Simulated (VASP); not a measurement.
Write the native input for VASP 6.6.1 that does the following.

| Item | Value |
| --- | --- |
| Task | single point |
| Functional | PBE |
| Potentials or basis | VASP PAW PBE potentials, release 64 (Y_sv) |
| Cutoff | 520 eV |
| k mesh | 10 × 7 × 1 |
| Occupations | fermi-dirac, width 0.05 eV |
| Spin | no spin polarisation |
| Dipole correction | yes |
| Further INCAR settings | ALGO = Normal; EDIFF = 1e-07; NBANDS = 42 |

The structure of Y lies in POSCAR:

```
Y
1.0
    3.6580181829      0.0000000000      0.0000000000
    0.0000000000      5.6733912590      0.0000000000
    0.0000000000      0.0000000000     23.3919000000
Y
6
Direct
    0.7500000000      0.7500000000      0.3462357758
    0.2500000000      0.2500000000      0.3925698162
    0.2500000000      0.7500000000      0.4755114704
    0.7500000000      0.2500000000      0.5244885275
    0.7500000000      0.7500000000      0.6074301869
    0.2500000000      0.2500000000      0.6537642232
```

The input as run:

INCAR

```
PREC = Accurate
ENCUT = 520
EDIFF = 1E-7
ISMEAR = -1
SIGMA = 0.05
LREAL = False
LASPH = True
NELM = 60
ALGO = Normal
ISIF = 2
LWAVE = False
LCHARG = False
LDIPOL = True
IDIPOL = 3
DIPOL = 0.5 0.5 0.500
GGA = PE
NBANDS = 42
```

KPOINTS

```
regular mesh
0
Gamma
  10 7 1
```

Potentials or basis: VASP PAW PBE potentials, release 64 (Y_sv).

Run with:

```console
$ cat potpaw_PBE.64/Y_sv/POTCAR > POTCAR
$ mpirun -np 1 vasp_std > vasp.out
```

Results of the run:

The largest force is 0.009 eV/Å and the band gap on the k mesh is zero (bands 33 and 34 overlap by 0.53 eV).

Run time: 18 min on 1 thread of Intel(R) Xeon(R) Platinum 8259CL CPU @ 2.50GHz (Skylake/Cascade Lake), with other jobs on the host, peak memory 0.7 GiB.
